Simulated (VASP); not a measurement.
A run of VASP 6.6.1 is set up as follows.

INCAR

```
SYSTEM = NbIn2S3
  PREC = Accurate
  ENCUT = 600
  EDIFF = 1E-6
  ISMEAR = 0
  SIGMA = 0.1
  LREAL = .False.
  LASPH = .True.
  NELM = 80
  ALGO = Normal
  ISIF = 3
  LWAVE = .False.
  LCHARG = .False.
  GGA = PE
  IBRION = 2
  NSW = 90
  EDIFFG = -0.04
```

Contents of KPOINTS:

```
regular mesh
0
Gamma
  6 6 2
  0 0 0
```

The input POSCAR:

```
NbIn2S3
1.0
    3.3575222093      0.0000000000      0.0000000000
    0.0000000000      3.3575222093      0.0000000000
    0.0000000000      0.0000000000     11.1742569918
Nb In S
1 2 3
Direct
    0.0000000000      0.0000000000      0.5673465079
    0.5000000000      0.5000000000      0.7433366380
    0.0000000000      0.0000000000      0.2550001664
    0.5000000000      0.0000000000      0.9838709068
    0.0000000000      0.5000000000      0.9838709068
    0.5000000000      0.5000000000      0.4665739140
```

Potentials or basis: VASP PAW PBE potentials, release 64 (Nb_sv, In_d, S).

The run is started by

```bash
$ cat potpaw_PBE.64/Nb_sv/POTCAR potpaw_PBE.64/In_d/POTCAR potpaw_PBE.64/S/POTCAR > POTCAR
$ mpirun -np 1 vasp_std > vasp.out
```

(1) What does it give for the space group after relaxing (to 0.05 Å)?

(2) Estimate the relaxed cell.

(3) What does it give for the relaxed volume?

## Answers

(1) P4mm (No. 99).

(2) a = 3.371 Å, b = 3.371 Å, c = 11.023 Å, α = 90.00°, β = 90.00°, γ = 90.00°.

(3) 20.87 Å³/atom.
